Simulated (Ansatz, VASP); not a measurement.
# One calculation of Pt, two programs

```
Pt
1.0
    -1.54552    1.54552    1.54552
     1.54552   -1.54552    1.54552
     1.54552    1.54552   -1.54552
Pt
1
Direct
  0.00000 0.00000 0.00000
```

Alike in both runs: task single point; functional revPBE; k mesh 16 × 16 × 16; occupations fermi-dirac, width 0.1 eV; no spin polarisation.

|  | VASP | Ansatz |
| --- | --- | --- |
| version | VASP 6.6.1 | Ansatz 0.2.0 |
| potentials or method | VASP PAW PBE potentials, release 64 (Pt), cutoff 520 eV | plane waves (420 eV) with PAW, scalar-relativistic |
| valence electrons in the cell | 10 | 18 |

|  | VASP | Ansatz | Ansatz less VASP |
| --- | --- | --- | --- |
| pressure (GPa) | 22.9 | 23.5 | +0.60 |

VASP's potentials were made for PBE, not for revPBE. With one functional, cell and mesh, what is left measures potentials, basis and numerics. VASP's potentials hold 10 valence electrons a cell and Ansatz's 18, so a difference there can come from the potentials and not from the codes.

Spin-orbit coupling is off throughout.
